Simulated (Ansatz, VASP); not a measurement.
## One calculation of Co, two programs

Contents of INCAR:

```
  PREC = Accurate
  ENCUT = 520
  EDIFF = 1E-6
  ISMEAR = -1
  SIGMA = 0.05
  LREAL = False
  LASPH = True
  NELM = 150
  ALGO = Normal
  ISIF = 2
  LWAVE = False
  LCHARG = True
  ISPIN = 2
  MAGMOM = 2 2 2 2
  LORBIT = 11
  LMAXMIX = 4
  GGA = RE
  LELF = True
  LVHAR = True
  NBANDS = 30
```

KPOINTS

```
regular mesh
0
Gamma
  12 12 4
```

POSCAR

```
Co
1.0
    2.4201280013      0.0000000000      0.0000000000
   -1.2100640007      2.0958923296      0.0000000000
    0.0000000000      0.0000000000      7.9231214745
Co
4
Direct
    0.6666666667      0.3333333333      0.7500000000
    0.0000000000      0.0000000000      0.5000000000
    0.3333333333      0.6666666667      0.2500000000
    0.0000000000      0.0000000000      0.0000000000
```

File input.yaml:

```yaml
crystal:
  lattice:
    - [2.4201280013, 0.0, 0.0]
    - [-1.2100640007, 2.0958923296, 0.0]
    - [0.0, 0.0, 7.9231214745]
  atoms:
    - { symbol: Co, position: [0.6666666667, 0.3333333333, 0.75], spin: 2.0 }
    - { symbol: Co, position: [0.0, 0.0, 0.5], spin: 2.0 }
    - { symbol: Co, position: [0.3333333333, 0.6666666667, 0.25], spin: 2.0 }
    - { symbol: Co, position: [0.0, 0.0, 0.0], spin: 2.0 }
hamiltonian:
  xc: revpbe
  pseudopotentials: { kind: paw }
magnetization:
  spin_polarized: true
kpoints:
  mp_grid: { grid: [12, 12, 4] }
scf:
  occupations: { method: fermi_dirac, width: 0.05 }
output:
  forces: true
  stress: true
  eigenvalues: true
  write_density: true
  write_potential: true
  elf: true
  volumetric_format: npy
```

Alike in both runs: task single point; functional revPBE; k mesh 12 × 12 × 4; occupations fermi-dirac, width 0.05 eV; collinear spin.

```csv
,VASP,Ansatz
version,VASP 6.6.1,Ansatz 0.2.0
potentials or method,"VASP PAW PBE potentials, release 64 (Co)",Ansatz PAW
plane-wave cutoff (eV),520,420
valence electrons in the cell,36,68
```

|  | VASP | Ansatz | Ansatz less VASP |
| --- | --- | --- | --- |
| gap on the k mesh at the Fermi level (eV) | none | none | - |
| pressure (GPa) | 24.2 | 25.4 | +1.24 |
| traceless stress, the component that is largest in VASP (GPa) | -2.65 | -2.76 | -0.112 |
| net moment per atom (μB) | 1.57 | 1.58 | +0.011 |
| size of the moment on the site where the two differ most (μB) | 1.59 | 1.66 | +0.075 |

VASP's potentials were made for PBE, not for revPBE. Site moments also hang on the region over which each program counts them. A gap of «none» marks a metal or a gap that the smearing closes. VASP's potentials hold 36 valence electrons a cell and Ansatz's 68, so a difference there can come from the potentials and not from the codes.
